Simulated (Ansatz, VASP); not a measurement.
AlP in VASP and in Ansatz

Contents of INCAR:

```
SYSTEM = AlP
PREC = Accurate
ENCUT = 500
EDIFF = 1E-6
ISMEAR = -1
SIGMA = 0.02
LREAL = .FALSE.
LASPH = .TRUE.
NELM = 120
ALGO = Normal
ISIF = 2
LWAVE = .FALSE.
LCHARG = .FALSE.
GGA = PE
NBANDS = 11
GGA_COMPAT = .FALSE.
```

The input KPOINTS:

```
regular mesh
0
G
  4 4 4
  0 0 0
```

POSCAR

```
AlP
1.0
    0.0000000000      2.7255000000      2.7255000000
    2.7255000000      0.0000000000      2.7255000000
    2.7255000000      2.7255000000      0.0000000000
Al P
1 1
Direct
    0.0000000000      0.0000000000      0.0000000000
    0.2500000000      0.2500000000      0.2500000000
```

Input for Ansatz:

```yaml
crystal:
  lattice:
    - [0.0, 2.7255, 2.7255]
    - [2.7255, 0.0, 2.7255]
    - [2.7255, 2.7255, 0.0]
  atoms:
    - { symbol: Al, position: [0.0, 0.0, 0.0] }
    - { symbol: P, position: [0.25, 0.25, 0.25] }
basis:
  ecutwfc: 550.0
kpoints:
  mp_grid:
    grid: [4, 4, 4]
hamiltonian:
  xc: pbe
scf:
  convergence:
    dr2_threshold: 1.0e-10
  occupations:
    method: fermi_dirac
    width: 0.02
output:
  eigenvalues: true
```

Alike in both runs: task single point; functional PBE; k mesh 4 × 4 × 4; occupations fermi-dirac, width 0.02 eV; no spin polarisation.

|  | VASP | Ansatz |
| --- | --- | --- |
| version | VASP 6.6.1 | Ansatz 0.2.0 |
| potentials or method | VASP PAW PBE potentials, release 64 (Al, P), cutoff 500 eV | plane waves, PAW |
| valence electrons in the cell | 8 | 8 |

```tsv
	VASP	Ansatz	Ansatz less VASP
gap on the k mesh at the Fermi level (eV)	1.54	1.55	+0.002
```

With one functional, cell and mesh, what is left measures potentials, basis and numerics.

The k mesh is coarse, so the values compare programs but aren't converged.
